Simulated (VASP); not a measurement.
Crystal: TiAl3.

```xyz
4
Lattice="-1.9111 1.9111 4.2807 1.9111 -1.9111 4.2807 1.9111 1.9111 -4.2807" Properties=species:S:1:pos:R:3 pbc="T T T"
Ti    0.0000    0.0000    0.0000
Al    1.9111    0.0000    2.1403
Al    0.0000    1.9111    2.1403
Al    0.0000    0.0000    4.2807
```

Base run:

| Property | Result |
| --- | --- |
| Program | VASP 6.6.1 |
| Functional | PBE |
| Potentials or basis | VASP PAW PBE potentials, release 64 (Ti_sv, Al) |
| Cutoff | 520 eV |
| k mesh | 6 × 6 × 6 |
| Occupations | fermi-dirac, width 0.05 eV |
| Spin | no spin polarisation |

Its results: band gap on the k mesh zero (an odd number of electrons rules out a gap without spin polarisation); pressure 2.1 GPa.

Q: The run is repeated on the same cell with these changes: functional from PBE to LDA; potentials or basis from VASP PAW PBE potentials, release 64 (Ti_sv, Al) to VASP PAW LDA potentials, release 64 (Ti_sv, Al). What comes out?

A: Band gap on the k mesh zero (an odd number of electrons rules out a gap without spin polarisation); pressure -3.4 GPa.

Caveats: the cell stands under tension (at least some runs).
